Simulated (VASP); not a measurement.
# BaZrO3 (Pm-3m) in VASP: density of states with PBE

Aim: the density of states of BaZrO3 with PBE.

Everything below comes from runs of VASP 6.6.1. Logs are shortened: lines on timing, memory, paths and dates and some standing lists are left out, and cuts for length are marked.

## (1) The cell of the first run

Symmetry: Pm-3m, No. 221, cubic system. The conventional cell has a = 4.227 Å, b = 4.227 Å, c = 4.227 Å, α = 90.00°, β = 90.00°, γ = 90.00°. Within 3.9 Å of Ba (site symmetry m-3m) lie 12 O at 2.99 Å and 8 Zr at 3.66 Å. Within 2.8 Å of Zr (site symmetry m-3m) lie 6 O at 2.11 Å. Within 2.8 Å of O (site symmetry 4/mmm) lie 2 Zr at 2.11 Å.

## (2) Density of states, PBE

POSCAR reads:

```
BaZrO3
1.0
    4.2269242802      0.0000000000      0.0000000000
    0.0000000000      4.2269242802      0.0000000000
    0.0000000000      0.0000000000      4.2269242802
Ba Zr O
1 1 3
Direct
    0.0000000000      0.0000000000      0.0000000000
    0.5000000000      0.5000000000      0.5000000000
    0.0000000000      0.5000000000      0.5000000000
    0.5000000000      0.0000000000      0.5000000000
    0.5000000000      0.5000000000      0.0000000000
```

INCAR.step1 reads:

```
  PREC = Accurate
  ENCUT = 520
  EDIFF = 1E-6
  ISMEAR = 0
  SIGMA = 0.02
  LREAL = False
  LASPH = True
  NELM = 60
  ALGO = Normal
  ISIF = 2
  LWAVE = False
  LCHARG = True
  LMAXMIX = 4
  GGA = PE
  NBANDS = 28
```

KPOINTS.step1 reads:

```
regular mesh
0
Gamma
  6 6 6
```

INCAR.step2 reads:

```
  PREC = Accurate
  ENCUT = 520
  EDIFF = 1E-6
  ISMEAR = -5
  SIGMA = 0.02
  LREAL = False
  LASPH = True
  NELM = 60
  ALGO = Normal
  ISIF = 2
  LWAVE = False
  LCHARG = False
  LMAXMIX = 4
  GGA = PE
  LORBIT = 11
  NEDOS = 1001
  ICHARG = 11
```

KPOINTS.step2 reads:

```
regular mesh
0
Gamma
  9 9 9
```

Potentials or basis: VASP PAW PBE potentials, release 64 (Ba_sv, Zr_sv, O).

Launch:

```
cat potpaw_PBE.64/Ba_sv/POTCAR potpaw_PBE.64/Zr_sv/POTCAR potpaw_PBE.64/O/POTCAR > POTCAR
cp INCAR.step1 INCAR
cp KPOINTS.step1 KPOINTS
mpirun -np 1 vasp_std > vasp.out
cp INCAR.step2 INCAR
cp KPOINTS.step2 KPOINTS
mpirun -np 1 vasp_std > vasp.out
```

OUTCAR:

```text
PREC = Accurate
   ENCUT = 520
   EDIFF = 1E-6
   ISMEAR = -5
   LREAL = False
   LASPH = True
   NELM = 60
   ISIF = 2
   GGA = PE
   LORBIT = 11
   ICHARG = 11

 ion  position               nearest neighbor table
   1  0.000  0.000  0.000-   3 2.99   4 2.99   5 2.99   3 2.99   4 2.99   3 2.99   5 2.99   3 2.99
                             4 2.99   5 2.99   4 2.99   5 2.99   2 3.66   2 3.66   2 3.66   2 3.66
   2  0.500  0.500  0.500-   3 2.11   4 2.11   5 2.11   5 2.11   4 2.11   3 2.11   1 3.66   1 3.66
                             1 3.66   1 3.66   1 3.66   1 3.66   1 3.66   1 3.66
   3  0.000  0.500  0.500-   2 2.11   2 2.11   1 2.99   1 2.99   1 2.99   1 2.99
   4  0.500  0.000  0.500-   2 2.11   2 2.11   1 2.99   1 2.99   1 2.99   1 2.99
   5  0.500  0.500  0.000-   2 2.11   2 2.11   1 2.99   1 2.99   1 2.99   1 2.99

  LATTYP: Found a simple cubic cell.
 ALAT       =     4.2269242802

  Lattice vectors:

 A1 = (   4.2269242802,   0.0000000000,   0.0000000000)
 A2 = (   0.0000000000,   4.2269242802,   0.0000000000)
 A3 = (   0.0000000000,   0.0000000000,   4.2269242802)

Analysis of symmetry for initial positions (statically):
=====================================================================
 Subroutine PRICEL returns:
 Original cell was already a primitive cell.

 Routine SETGRP: Setting up the symmetry group for a
 simple cubic supercell.

 Subroutine GETGRP returns: Found 48 space group operations
 (whereof 48 operations were pure point group operations)
 out of a pool of 48 trial point group operations.

The static configuration has the point symmetry O_h .

Analysis of symmetry for dynamics (positions and initial velocities):
=====================================================================
 Subroutine PRICEL returns:
 Original cell was already a primitive cell.

 Routine SETGRP: Setting up the symmetry group for a
 simple cubic supercell.

 Subroutine GETGRP returns: Found 48 space group operations
 (whereof 48 operations were pure point group operations)
 out of a pool of 48 trial point group operations.

The dynamic configuration has the point symmetry O_h .

 Subroutine INISYM returns: Found 48 space group operations
 (whereof 48 operations are pure point group operations),
 and found     1 'primitive' translations

----------------------------------------------------------------------------------------

                                     Primitive cell

  volume of cell :      75.5220

  direct lattice vectors                    reciprocal lattice vectors
[... 108 lines left out ...]
   EMIN   =  10.00;   EMAX   =-10.00  energy-range for DOS
   EFERMI =   0.00;   METHOD = LEGACY
   ISMEAR =    -5;   SIGMA  =   0.02  broadening in eV -4-tet -1-fermi 0-gaus
   EFERMI_NEDOS =   21; number of points for ismear=-14 and -15
   IALGO  =     38    algorithm
   IMIX   =      4    mixing-type and parameters
     AMIX     =   0.40;   BMIX     =  1.00
     AMIX_MAG =   1.60;   BMIX_MAG =  1.00
  volume/ion in A,a.u.               =      15.10       101.93
  Fermi-wavevector in a.u.,A,eV,Ry     =   1.324556  2.503048 23.870726  1.754449
  Thomas-Fermi vector in A             =   2.454082
   LORBIT       =     11    0 simple, 1 ext, 2 COOP (PROOUT), +10 PAW based schemes
   GGA     = PE    functional components
   LHFCALC =     F    Hartree Fock is set to
   AEXX    =    0.0000 exact exchange contribution
   IVDW    =     0    specifies the selected vdW correction
   LEPSILON=     F    determine dielectric tensor
   LRPA    =     F    only Hartree local field effects (RPA)
 non-spin polarized calculation
 Fermi weights with tetrahedron method with Bloechl corrections
  energy-cutoff  :      520.00
  volume of cell :       75.52
 maximum number of plane-waves:      2046
 NGX is ok and might be reduce to    32

 number of electron      39.9999986 magnetization

 Free energy of the ion-electron system (eV)
  ---------------------------------------------------
  ext. energy  EPLUGINS =         0.00000000
  ---------------------------------------------------
  free energy    TOTEN  =       -41.72367343 eV

  energy without entropy =      -41.72367343  energy(sigma->0) =      -41.72367343

 E-fermi :   3.5915     XC(G=0): -10.6436

 val. band max:        3.5779952537   @ k =   0.4444   0.4444   0.4444
 cond. band min:       6.7429671649   @ k =   0.0000   0.0000   0.0000
 fundamental gap:      3.1649719112
 Fermi energy:         3.5915112340

 k-point     1 :       0.0000    0.0000    0.0000
  band No.  band energies     occupation
      1     -43.5676      2.00000
      2     -21.7844      2.00000
      3     -21.6950      2.00000
      4     -21.6950      2.00000
      5     -21.6950      2.00000
      6     -12.7174      2.00000
[... 637 lines left out ...]
     23       9.5392      0.00000
     24      10.3857      0.00000

 [... further k-points ...]

------------------------ aborting loop because EDIFF is reached ----------------------------------------

  FORCE on cell =-STRESS in cart. coord.  units (eV):
  Direction    XX          YY          ZZ          XY          YZ          ZX
  --------------------------------------------------------------------------------------
  -------------------------------------------------------------------------------------
  Total        0.4556264      0.4556264      0.4556264     -0.0000000     -0.0000000      0.0000000
  in kB        9.6659828      9.6659828      9.6659828     -0.0000000     -0.0000000      0.0000000
  external PRESSURE =       9.6659828 kB  Pullay stress =       0.0000000 kB

 VOLUME and BASIS-vectors are now :
 -----------------------------------------------------------------------------
  energy-cutoff  :      520.00
  volume of cell :       75.52
      direct lattice vectors                 reciprocal lattice vectors
     4.226924280  0.000000000  0.000000000     0.236578641  0.000000000  0.000000000
     0.000000000  4.226924280  0.000000000     0.000000000  0.236578641  0.000000000
     0.000000000  0.000000000  4.226924280     0.000000000  0.000000000  0.236578641

 POSITION                                       TOTAL-FORCE (eV/Angst)
 -----------------------------------------------------------------------------------
      0.00000      0.00000      0.00000         0.000000      0.000000      0.000000
      2.11346      2.11346      2.11346         0.000000      0.000000      0.000000
      0.00000      2.11346      2.11346         0.000000      0.000000      0.000000
      2.11346      0.00000      2.11346         0.000000      0.000000      0.000000
      2.11346      2.11346      0.00000         0.000000      0.000000      0.000000
 -----------------------------------------------------------------------------------
    total drift:                                0.000000     -0.000000     -0.000000

  FREE ENERGIE OF THE ION-ELECTRON SYSTEM (eV)
  ---------------------------------------------------
  free  energy   TOTEN  =       -41.7236734336 eV

  energy  without entropy=      -41.7236734336  energy(sigma->0) =      -41.72367343

 total charge

# of ion       s       p       d       tot
------------------------------------------
    1        2.000   5.632   0.258   7.889
    2        2.193   6.077   1.398   9.669
    3        1.560   3.474   0.000   5.035
    4        1.560   3.474   0.000   5.035
    5        1.560   3.474   0.000   5.035
--------------------------------------------------
tot          8.875  22.132   1.655  32.662
```

Run time: 38 s. Hardware: 1 thread of AMD EPYC 9R45 (Zen 5), shared host; peak memory 0.18 GiB.

What came out:

```
Valence electrons inside the program's atomic spheres : Ba 7.89; Zr 9.67; O 5.04
```

Caveat: spin-orbit coupling is left out, which moves the levels of the heavy elements.
